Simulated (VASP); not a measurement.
SiC, 4 atoms in the cell. The structure is hexagonal, space group P6_3mc (No. 186). Conventional cell: a = 3.139 Å, b = 3.139 Å, c = 4.755 Å, α = 90.00°, β = 90.00°, γ = 120.00°. Within 2.4 Å of Si (site symmetry 3m) lie 4 C at 1.84 to 1.89 Å. C (site symmetry 3m) has 4 Si at 1.84 to 1.89 Å within 2.4 Å.  This cell differs from its parent crystal: volume 10.144 Å^3 an atom, c/a of the conventional cell 1.5149.

* Program: VASP 6.6.1
* Task: single point
* Functional: LDA
* Potentials or basis: VASP PAW LDA potentials, release 64 (Si, C)
* Cutoff: 520 eV
* k mesh: 12 × 12 × 6
* Occupations: gaussian, width 0.05 eV
* Spin: no spin polarisation
* Dipole correction: no
* Further INCAR settings: ALGO = Normal; EDIFF = 1e-07; NBANDS = 16

Potentials or basis: VASP PAW LDA potentials, release 64 (Si, C).

Command:

```bash
$ cat potpaw_LDA.64/Si/POTCAR potpaw_LDA.64/C/POTCAR > POTCAR
$ mpirun -np 1 vasp_std > vasp.out
```

Hardware: 1 thread of AMD EPYC 7R13, with other jobs on the host.

How long does it take, and how much memory?

Run time: 100 s on 1 thread of AMD EPYC 7R13, with other jobs on the host, peak memory 0.13 GiB. Counts: scf iterations 14, k points 76.
